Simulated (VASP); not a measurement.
A run of VASP 6.6.1:

File POSCAR:

```
ZnS
1.0
    3.8110000000      0.0000000000      0.0000000000
   -1.9055000000      3.3004228138      0.0000000000
    0.0000000000      0.0000000000      6.2340000000
Zn S
2 2
Direct
    0.6666666667      0.3333333333      0.5000000000
    0.3333333333      0.6666666667      0.0000000000
    0.6666666667      0.3333333333      0.8850000000
    0.3333333333      0.6666666667      0.3850000000
```

The input INCAR.step1:

```
PREC = Accurate
ENCUT = 520
ISMEAR = -1
SIGMA = 0.05
LREAL = F
LASPH = T
NELM = 80
NBANDS = 26
GGA = PE
ALGO = Normal
EDIFF = 1E-4
LWAVE = T
LCHARG = F
```

Contents of INCAR.step2:

```
PREC = Accurate
ENCUT = 520
EDIFF = 1E-6
ISMEAR = -1
SIGMA = 0.05
LREAL = F
LASPH = T
NELM = 80
ALGO = Normal
ISIF = 2
LWAVE = F
LCHARG = F
METAGGA = R2SCAN
LMIXTAU = T
IVDW = 13
VDW_S6 = 1.0
VDW_S8 = 0.6018749
VDW_A1 = 0.51559235
VDW_A2 = 5.77342911
NBANDS = 26
ISTART = 1
```

Contents of KPOINTS:

```
Automatic mesh
0
Gamma
  8 8 5
```

Potentials or basis: VASP PAW PBE potentials, release 64 (Zn, S).

Run with:

```bash
$ cat potpaw_PBE.64/Zn/POTCAR potpaw_PBE.64/S/POTCAR > POTCAR
$ cp INCAR.step1 INCAR
$ mpirun -np 1 vasp_std > vasp.out
$ cp INCAR.step2 INCAR
$ mpirun -np 1 vasp_std > vasp.out
```

Hardware: 1 thread of Intel(R) Xeon(R) Platinum 8259CL CPU @ 2.50GHz (Skylake/Cascade Lake), with other jobs on the host.

How long does it take, and how much memory?

It took 2.6 min on 1 thread of Intel(R) Xeon(R) Platinum 8259CL CPU @ 2.50GHz (Skylake/Cascade Lake) (shared host), peak memory 0.22 GiB. Counts: k points 30.
